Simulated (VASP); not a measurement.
# Ge (P6_3/mmc) in VASP: settings compared

Aim: see how the results for Ge move with the level of theory and the settings. Levels: BLYP+D3(BJ), BLYP+D4. Tasks: relaxation of cell and atoms.

All numbers are computed with VASP 6.6.1; they aren't measurements. Logs are shortened: lines on timing, memory, paths and dates and some standing lists are left out, and cuts for length are marked.

## Step 1: The cell of the first run

The structure is hexagonal, space group P6_3/mmc (No. 194). The conventional cell has a = 3.998 Å, b = 3.998 Å, c = 6.599 Å, α = 90.00°, β = 90.00°, γ = 120.00°. Within 3.2 Å of Ge (site symmetry 3m) lie 4 Ge at 2.45 to 2.47 Å.

## Step 2: Relaxation of cell and atoms, BLYP+D3(BJ)

File INCAR:

```
  PREC = Accurate
  ENCUT = 600
  EDIFF = 1E-6
  ISMEAR = -1
  SIGMA = 0.05
  LREAL = F
  LASPH = T
  NELM = 100
  ALGO = Normal
  ISIF = 3
  LWAVE = F
  LCHARG = F
  GGA = B5
  ALDAX = 1.0
  AGGAX = 1.0
  AGGAC = 1.0
  ALDAC = 0.0
  IVDW = 12
  VDW_S6 = 1.0
  VDW_S8 = 2.6996
  VDW_A1 = 0.4298
  VDW_A2 = 4.2359
  IBRION = 2
  NSW = 60
  EDIFFG = -0.01
```

File KPOINTS:

```
Automatic mesh
0
Gamma
  8 8 4
```

File POSCAR:

```
Ge
1.0
    3.9975858431      0.0000000000      0.0000000000
   -1.9987929216      3.4620108940      0.0000000000
    0.0000000000      0.0000000000      6.5993779500
Ge
4
Direct
    0.3333333333      0.6666666667      0.9370987500
    0.6666666667      0.3333333333      0.4370987500
    0.3333333333      0.6666666667      0.5629012500
    0.6666666667      0.3333333333      0.0629012500
```

Potentials or basis: VASP PAW PBE potentials, release 64 (Ge_d).

Started as:

```
cat potpaw_PBE.64/Ge_d/POTCAR > POTCAR
mpirun -np 1 vasp_std > vasp.out
```

OUTCAR:

```text
PREC = Accurate
   ENCUT = 600
   EDIFF = 1E-6
   ISMEAR = -1
   LREAL = F
   LASPH = T
   NELM = 100
   ISIF = 3
   GGA = B5
   IVDW = 12
   IBRION = 2
   NSW = 60
   EDIFFG = -0.01
 IVDW          = 12

 ion  position               nearest neighbor table
   1  0.333  0.667  0.937-   4 2.45   4 2.45   4 2.45   3 2.47
   2  0.667  0.333  0.437-   3 2.45   3 2.45   3 2.45   4 2.47
   3  0.333  0.667  0.563-   2 2.45   2 2.45   2 2.45   1 2.47
   4  0.667  0.333  0.063-   1 2.45   1 2.45   1 2.45   2 2.47

  LATTYP: Found a hexagonal cell.
 ALAT       =     3.9975858431
 C/A-ratio  =     1.6508408347

  Lattice vectors:

 A1 = (   3.9975858431,   0.0000000000,   0.0000000000)
 A2 = (  -1.9987929216,   3.4620108940,   0.0000000000)
 A3 = (   0.0000000000,   0.0000000000,   6.5993779500)

Analysis of symmetry for initial positions (statically):
=====================================================================
 Subroutine PRICEL returns:
 Original cell was already a primitive cell.

 Routine SETGRP: Setting up the symmetry group for a
 hexagonal supercell.

 Subroutine GETGRP returns: Found 24 space group operations
 (whereof 12 operations were pure point group operations)
 out of a pool of 24 trial point group operations.

The static configuration has the point symmetry D_3d.
 The point group associated with its full space group is D_6h.

Analysis of symmetry for dynamics (positions and initial velocities):
=====================================================================
 Subroutine PRICEL returns:
 Original cell was already a primitive cell.

 Routine SETGRP: Setting up the symmetry group for a
 hexagonal supercell.

 Subroutine GETGRP returns: Found 24 space group operations
 (whereof 12 operations were pure point group operations)
 out of a pool of 24 trial point group operations.

The dynamic configuration has the point symmetry D_3d.
 The point group associated with its full space group is D_6h.

 Subroutine INISYM returns: Found 24 space group operations
 (whereof 12 operations are pure point group operations),
 and found     1 'primitive' translations

----------------------------------------------------------------------------------------

                                     Primitive cell

  volume of cell :      91.3333

  direct lattice vectors                    reciprocal lattice vectors
     3.997585843  0.000000000  0.000000000     0.250150976  0.144424733  0.000000000
    -1.998792922  3.462010894  0.000000000     0.000000000  0.288849467  0.000000000
     0.000000000  0.000000000  6.599377950     0.000000000  0.000000000  0.151529433

  length of vectors
     3.997585843  3.997585843  6.599377950     0.288849467  0.288849467  0.151529433

  position of ions in fractional coordinates (direct lattice)
     0.333333333  0.666666667  0.937098750
     0.666666667  0.333333333  0.437098750
     0.333333333  0.666666667  0.562901250
     0.666666667  0.333333333  0.062901250

  ion indices of the primitive-cell ions
   primitive index   ion index
                 1           1
                 2           2
                 3           3
                 4           4

----------------------------------------------------------------------------------------

 KPOINTS: Automatic mesh

Automatic generation of k-mesh.
 Grid dimensions read from file:
 generate k-points for:    8    8    4

 Generating k-lattice:

  Cartesian coordinates                     Fractional coordinates (reciprocal lattice)
     0.031268872  0.018053092  0.000000000     0.125000000 -0.000000000  0.000000000
     0.000000000  0.036106183  0.000000000     0.000000000  0.125000000  0.000000000
     0.000000000  0.000000000  0.037882358     0.000000000  0.000000000  0.250000000

  Length of vectors
     0.036106183  0.036106183  0.037882358

  Shift w.r.t. Gamma in fractional coordinates (k-lattice)
     0.000000000  0.000000000  0.000000000

 Subroutine IBZKPT returns following result:
 ===========================================

 Found     30 irreducible k-points:

 Following reciprocal coordinates:
            Coordinates               Weight
  0.000000  0.000000  0.000000      1.000000
  0.125000  0.000000  0.000000      6.000000
  0.250000  0.000000  0.000000      6.000000
  0.375000  0.000000  0.000000      6.000000
  0.500000  0.000000  0.000000      3.000000
  0.125000  0.125000  0.000000      6.000000
[... 16 lines left out ...]
  0.250000  0.000000  0.500000      6.000000
  0.375000  0.000000  0.500000      6.000000
 [... further k-points ...]
   k-points           NKPTS =     30   k-points in BZ     NKDIM =     30   number of bands    NBANDS=     33
   number of dos      NEDOS =    301   number of ions     NIONS =      4
   total plane-waves  NPLWV =  55296
   dimension x,y,z NGX =    32 NGY =   32 NGZ =   54
   dimension x,y,z NGXF=    64 NGYF=   64 NGZF=  108
   ions per type =               4
   NGX,Y,Z   is equivalent  to a cutoff of  13.31, 13.31, 13.60 a.u.
   NGXF,Y,Z  is equivalent  to a cutoff of  26.62, 26.62, 27.21 a.u.
 SYSTEM =  unknown system
   PREC   = accura    normal or accurate (medium, high low for compatibility)
   ISTART =      0    job   : 0-new  1-cont  2-samecut
   ICHARG =      2    charge: 1-file 2-atom 10-const
   ISPIN  =      1    spin polarized calculation?
   LNONCOLLINEAR =      F non collinear calculations
   LSORBIT =      F    spin-orbit coupling
   LASPH  =      T    aspherical Exc in radial PAW
   ENCUT  =  600.0 eV  44.10 Ry    6.64 a.u.   7.98  7.98 13.18*2*pi/ulx,y,z
   NELM   =    100;   NELMIN=  2; NELMDL= -5     # of ELM steps
   EDIFF  = 0.1E-05   stopping-criterion for ELM
   LREAL  =      F    real-space projection
   EDIFFG = -.1E-01   stopping-criterion for IOM
   NSW    =     60    number of steps for IOM
   IBRION =      2    ionic relax: 0-MD 1-quasi-New 2-CG
   NFREE  =      1    steps in history (QN), initial steepest desc. (CG)
   ISIF   =      3    stress and relaxation
   ISYM   =      2    0-nonsym 1-usesym 2-fastsym
   POTIM  = 0.5000    time-step for ionic-motion
   TEBEG  =    0.0;   TEEND  =   0.0 temperature during run
   PSTRESS=    0.0 pullay stress
   NELECT =      56.0000    total number of electrons
   NUPDOWN=      -1.0000    fix difference up-down
   EMIN   =  10.00;   EMAX   =-10.00  energy-range for DOS
   EFERMI =   0.00;   METHOD = LEGACY
   ISMEAR =    -1;   SIGMA  =   0.05  broadening in eV -4-tet -1-fermi 0-gaus
   EFERMI_NEDOS =   21; number of points for ismear=-14 and -15
   IALGO  =     38    algorithm
   IMIX   =      4    mixing-type and parameters
     AMIX     =   0.40;   BMIX     =  1.00
     AMIX_MAG =   1.60;   BMIX_MAG =  1.00
  volume/ion in A,a.u.               =      22.83       154.09
  Fermi-wavevector in a.u.,A,eV,Ry     =   1.390789  2.628209 26.317650  1.934293
  Thomas-Fermi vector in A             =   2.514690
   LORBIT       =      0    0 simple, 1 ext, 2 COOP (PROOUT), +10 PAW based schemes
   GGA     = B5    functional components
   LHFCALC =     F    Hartree Fock is set to
   AEXX    =    0.0000 exact exchange contribution
   IVDW    =    12    specifies the selected vdW correction
   LEPSILON=     F    determine dielectric tensor
   LRPA    =     F    only Hartree local field effects (RPA)
 conjugate gradient relaxation of ions
 non-spin polarized calculation
  energy-cutoff  :      600.00
  volume of cell :       91.33
 maximum number of plane-waves:      3070
 NGX is ok and might be reduce to    32
   NGX = 15   NGY = 15   NGZ = 27

--------------------------------------- Ionic step        1  -------------------------------------------

 number of electron      55.9999987 magnetization

 Free energy of the ion-electron system (eV)
  ---------------------------------------------------
  ext. energy  EPLUGINS =         0.00000000
  ---------------------------------------------------
  free energy    TOTEN  =       -15.07291202 eV

  energy without entropy =      -15.07192099  energy(sigma->0) =      -15.07241651

------------------------ aborting loop because EDIFF is reached ----------------------------------------

 Edisp (eV)   -2.70615

 E8    (eV) :    -2.0129

  FORCE on cell =-STRESS in cart. coord.  units (eV):
  Direction    XX          YY          ZZ          XY          YZ          ZX
  --------------------------------------------------------------------------------------
  -------------------------------------------------------------------------------------
  Total       1.02021     1.02021     1.03786    -0.00000     0.00000     0.00000
  in kB      17.89661    17.89661    18.20621    -0.00000     0.00000     0.00000
  external pressure =       18.00 kB  Pullay stress =        0.00 kB
[... 23 lines left out ...]
  energy  without entropy=      -17.7780742332  energy(sigma->0) =      -17.77856975

--------------------------------------- Ionic step        2  -------------------------------------------

 number of electron      55.9999991 magnetization

 E-fermi :   4.9903     XC(G=0):  -9.1442

 val. band max:        4.8726280737   @ k =   0.0000   0.0000   0.0000
 cond. band min:       5.0637854653   @ k =   0.0000   0.0000   0.2500
 fundamental gap:      0.1911573916
 Fermi energy:         4.9902853345

 k-point     1 :       0.0000    0.0000    0.0000
  band No.  band energies     occupation
      1     -19.7906      2.00000
      2     -19.7906      2.00000
      3     -19.7563      2.00000
      4     -19.7553      2.00000
      5     -19.7553      2.00000
      6     -19.7453      2.00000
[... 978 lines left out ...]
  energy  without entropy=      -17.7933362989  energy(sigma->0) =      -17.79393999

--------------------------------------- Ionic step        5  -------------------------------------------

 number of electron      55.9999987 magnetization

 Free energy of the ion-electron system (eV)
  ---------------------------------------------------
  ext. energy  EPLUGINS =         0.00000000
  ---------------------------------------------------
  free energy    TOTEN  =       -15.17152460 eV

  energy without entropy =      -15.17033045  energy(sigma->0) =      -15.17092753

 E-fermi :   5.0646     XC(G=0):  -9.1759

 val. band max:        4.9585016515   @ k =   0.0000   0.0000   0.0000
 cond. band min:       5.1501873341   @ k =   0.0000   0.0000   0.2500
 fundamental gap:      0.1916856826
 Fermi energy:         5.0645799382

 k-point     1 :       0.0000    0.0000    0.0000
  band No.  band energies     occupation
      1     -19.7337      2.00000
      2     -19.7337      2.00000
      3     -19.6981      2.00000
      4     -19.6981      2.00000
      5     -19.6980      2.00000
      6     -19.6866      2.00000
[... 890 lines left out ...]
  FREE ENERGIE OF THE ION-ELECTRON SYSTEM (eV)
  ---------------------------------------------------
  free  energy   TOTEN  =       -17.7945537389 eV

  energy  without entropy=      -17.7933595897  energy(sigma->0) =      -17.79395666

 reached required accuracy - stopping structural energy minimisation
```

It took 3.9 min on 1 thread of Intel Xeon Platinum 8559C (Emerald Rapids), shared host; peak memory 0.28 GiB.

Results:

- Free energy: -17.7946 eV
- Relaxed volume: 23.53 Å³/atom
- Relaxed cell: a = 4.036 Å, b = 4.036 Å, c = 6.669 Å, α = 90.00°, β = 90.00°, γ = 120.00°
- Space group after relaxing (to 0.05 Å): P6_3/mmc (No. 194)
- Energy gained by relaxing: 3.9 meV/atom
- Ionic steps: 5
- Pressure after relaxing: 0.0 GPa
- Largest force after relaxing: 0.005 eV/Å
- Band gap on the k mesh: 0.19 eV, indirect (least direct gap 0.25 eV)
- Dispersion energy per atom: -0.656 eV

Forces on the atoms (eV/Å):
```
Ge   0.000  0.000 -0.005
Ge   0.000  0.000 -0.005
Ge   0.000  0.000  0.005
Ge   0.000  0.000  0.005
```

Step by step:
```tsv
step	energy change (eV)	largest force (eV/Å)	pressure (GPa)	volume (Å³)
1	0.0000	0.0388	1.80	91.33
2	-0.0147	0.0177	-0.28	94.77
3	-0.0155	0.0066	-0.06	94.19
4	-0.0155	0.0044	0.05	94.09
5	-0.0155	0.0054	-0.01	94.10
```

Final structure:
```
CELL_PARAMETERS angstrom
4.03644 0.00000 0.00000
-2.01822 3.49566 0.00000
0.00000 0.00000 6.66916
ATOMIC_POSITIONS crystal
Ge 0.33333 0.66667 0.93691
Ge 0.66667 0.33333 0.43691
Ge 0.33333 0.66667 0.56309
Ge 0.66667 0.33333 0.06309
```

Caveat: the PAW data sets were made with another functional, which shifts forces and pressure a little. A k mesh can miss the band edges.

## Step 3: Relaxation of cell and atoms, BLYP+D4

File INCAR:

```
SYSTEM = Ge
PREC = Accurate
ENCUT = 600
EDIFF = 1E-6
ISMEAR = -1
SIGMA = 0.05
LREAL = .False.
LASPH = .True.
NELM = 80
ALGO = Normal
ISIF = 3
LWAVE = .False.
LCHARG = .False.
GGA = B5
ALDAX = 1.0
AGGAX = 1.0
AGGAC = 1.0
ALDAC = 0.0
IVDW = 13
VDW_S6 = 1.0
VDW_S8 = 2.34076671
VDW_A1 = 0.44488865
VDW_A2 = 4.0933009
IBRION = 2
NSW = 60
EDIFFG = -0.01
```

File KPOINTS:

```
regular mesh
0
Gamma
  8 8 4
  0 0 0
```

POSCAR is that of step 2.

Potentials or basis: VASP PAW PBE potentials, release 64 (Ge_d).

Started as:

```
cat potpaw_PBE.64/Ge_d/POTCAR > POTCAR
mpirun -np 1 vasp_std > vasp.out
```

OUTCAR:

```text
SYSTEM = Ge
   PREC = Accurate
   ENCUT = 600
   EDIFF = 1E-6
   ISMEAR = -1
   LREAL = .False.
   LASPH = .True.
   NELM = 80
   ISIF = 3
   GGA = B5
   IVDW = 13
   IBRION = 2
   NSW = 60
   EDIFFG = -0.01

 ion  position               nearest neighbor table
   1  0.333  0.667  0.937-   4 2.45   4 2.45   4 2.45   3 2.47
   2  0.667  0.333  0.437-   3 2.45   3 2.45   3 2.45   4 2.47
   3  0.333  0.667  0.563-   2 2.45   2 2.45   2 2.45   1 2.47
   4  0.667  0.333  0.063-   1 2.45   1 2.45   1 2.45   2 2.47

  LATTYP: Found a hexagonal cell.
 ALAT       =     3.9975858431
 C/A-ratio  =     1.6508408347

  Lattice vectors:

 A1 = (   3.9975858431,   0.0000000000,   0.0000000000)
 A2 = (  -1.9987929216,   3.4620108940,   0.0000000000)
 A3 = (   0.0000000000,   0.0000000000,   6.5993779500)

Analysis of symmetry for initial positions (statically):
=====================================================================
 Subroutine PRICEL returns:
[... 184 lines left out ...]
 fundamental gap:      0.1851891833
 Fermi energy:         5.3816408420

 k-point     1 :       0.0000    0.0000    0.0000
  band No.  band energies     occupation
      1     -19.4911      2.00000
      2     -19.4911      2.00000
      3     -19.4528      2.00000
      4     -19.4526      2.00000
      5     -19.4526      2.00000
      6     -19.4398      2.00000
[... 1106 lines left out ...]
--------------------------------------- Ionic step        7  -------------------------------------------

 number of electron      55.9999991 magnetization

 Free energy of the ion-electron system (eV)
  ---------------------------------------------------
  ext. energy  EPLUGINS =         0.00000000
  ---------------------------------------------------
  free energy    TOTEN  =       -15.18814432 eV

  energy without entropy =      -15.18684916  energy(sigma->0) =      -15.18749674

 E-fermi :   4.9950     XC(G=0):  -9.1471

 val. band max:        4.8772546897   @ k =   0.0000   0.0000   0.0000
 cond. band min:       5.0684980564   @ k =   0.0000   0.0000   0.2500
 fundamental gap:      0.1912433667
 Fermi energy:         4.9950160578

 k-point     1 :       0.0000    0.0000    0.0000
  band No.  band energies     occupation
      1     -19.7845      2.00000
      2     -19.7845      2.00000
      3     -19.7500      2.00000
      4     -19.7494      2.00000
      5     -19.7494      2.00000
      6     -19.7386      2.00000
[... 890 lines left out ...]
  FREE ENERGIE OF THE ION-ELECTRON SYSTEM (eV)
  ---------------------------------------------------
  free  energy   TOTEN  =       -17.5506784111 eV

  energy  without entropy=      -17.5493832511  energy(sigma->0) =      -17.55003083

 reached required accuracy - stopping structural energy minimisation
```

CONTCAR:

```text
Ge
   1.00000000000000
     4.0458372078509734   -0.0000000000006966    0.0000000000000000
    -2.0229186039766933    3.5037978016443625   -0.0000000000000000
     0.0000000000000000    0.0000000000000000    6.6806117724528766
  Ge
     4
Direct
     0.3333333332999970    0.6666666667000030    0.9369026249801722
     0.6666666667000030    0.3333333332999970    0.4369026249801721
     0.3333333332999970    0.6666666667000030    0.5630973750198278
     0.6666666667000030    0.3333333332999970    0.0630973750198279

  0.00000000E+00  0.00000000E+00  0.00000000E+00
  0.00000000E+00  0.00000000E+00  0.00000000E+00
  0.00000000E+00  0.00000000E+00  0.00000000E+00
  0.00000000E+00  0.00000000E+00  0.00000000E+00
```

Wall time 5.5 min (1 thread of Intel Xeon Platinum 8559C (Emerald Rapids), shared host); peak memory 0.27 GiB.

Results:

```yaml
Free_energy: -17.5507 eV
Relaxed_volume: 23.68 Å³/atom
Relaxed_cell: a = 4.046 Å, b = 4.046 Å, c = 6.681 Å, α = 90.00°, β = 90.00°, γ = 120.00°
Space_group_after_relaxing_to_0.05_Å: P6_3/mmc (No. 194)
Energy_gained_by_relaxing: 6.0 meV/atom
Ionic_steps: 7
Pressure_after_relaxing: 0.0 GPa
Largest_force_after_relaxing: 0.006 eV/Å
Band_gap_on_the_k_mesh: 0.19 eV, indirect (least direct gap 0.26 eV)
Dispersion_energy_per_atom: -0.591 eV
```

Forces on the atoms (eV/Å):
```
Ge   0.000  0.000  0.006
Ge   0.000  0.000  0.006
Ge   0.000  0.000 -0.006
Ge   0.000  0.000 -0.006
```

The path:
```
step  energy change (eV)  largest force (eV/Å)  pressure (GPa)  volume (Å³)
   1              0.0000                0.0387            2.30        91.33
   2             -0.0223                0.0230           -0.47        95.73
   3             -0.0240                0.0088           -0.12        94.81
   4             -0.0240                0.0065            0.15        94.63
   5             -0.0240                0.0116           -0.05        94.73
   6             -0.0240                0.0085            0.13        94.63
   7             -0.0240                0.0061           -0.02        94.70
```

Final structure:
```
CELL_PARAMETERS angstrom
4.04584 0.00000 0.00000
-2.02292 3.50380 0.00000
0.00000 0.00000 6.68061
ATOMIC_POSITIONS crystal
Ge 0.33333 0.66667 0.93690
Ge 0.66667 0.33333 0.43690
Ge 0.33333 0.66667 0.56310
Ge 0.66667 0.33333 0.06310
```

Caveat: the PAW data sets were made with another functional, which shifts forces and pressure a little. A k mesh can miss the band edges.
